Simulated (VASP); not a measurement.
Wanted: the native input for a VASP 6.6.1 run.

```yaml
Task: single point
Functional: PBE
Potentials_or_basis: VASP PAW PBE potentials, release 64 (Ca_sv)
Cutoff: 520 eV
k_mesh: 12 × 12 × 12
Occupations: fermi-dirac, width 0.05 eV
Spin: no spin polarisation
Dipole_correction: no
Further_INCAR_settings: ALGO = Normal; EDIFF = 1e-06; NBANDS = 17
```

The structure of Ca lies in POSCAR:

```
Ca
1.0
    1.8339771499     -1.0588472012      3.4218118381
    0.0000000000      2.1176944024      3.4218118381
   -1.8339771499     -1.0588472012      3.4218118381
Ca
2
Direct
    0.2499996658      0.2499996658      0.2499996658
   -0.2499996658     -0.2499996658     -0.2499996658
```

These files were run (other wordings do the same):

INCAR

```
ALGO     = Normal         # electronic algorithm
EDIFF    = 1E-6           # SCF threshold, eV
ENCUT    = 520            # plane-wave cutoff, eV
GGA      = PE             # functional
ISIF     = 2              # what is computed and relaxed
ISMEAR   = -1             # smearing method
LASPH    = T              # aspherical terms in the spheres
LCHARG   = F              # write CHGCAR
LREAL    = F              # projectors in reciprocal space
LWAVE    = F              # write WAVECAR
NBANDS   = 17             # bands
NELM     = 100            # most SCF steps
PREC     = Accurate       # precision mode
SIGMA    = 0.05           # smearing width, eV
```

KPOINTS

```
k-points
0
Gamma
  12 12 12
```

Potentials or basis: VASP PAW PBE potentials, release 64 (Ca_sv).

The run is started by

```console
$ cat potpaw_PBE.64/Ca_sv/POTCAR > POTCAR
$ mpirun -np 1 vasp_std > vasp.out
```

Results of the run:

| Property | Result |
| --- | --- |
| Pressure | 32.4 GPa |
| Band gap on the k mesh | zero (band 10 reaches 5.88 eV, above the bottom of band 11 at 5.46 eV) |

Wall time 2.1 min on 1 thread of Intel Xeon 6975P-C, on a shared host, peak memory 0.25 GiB.
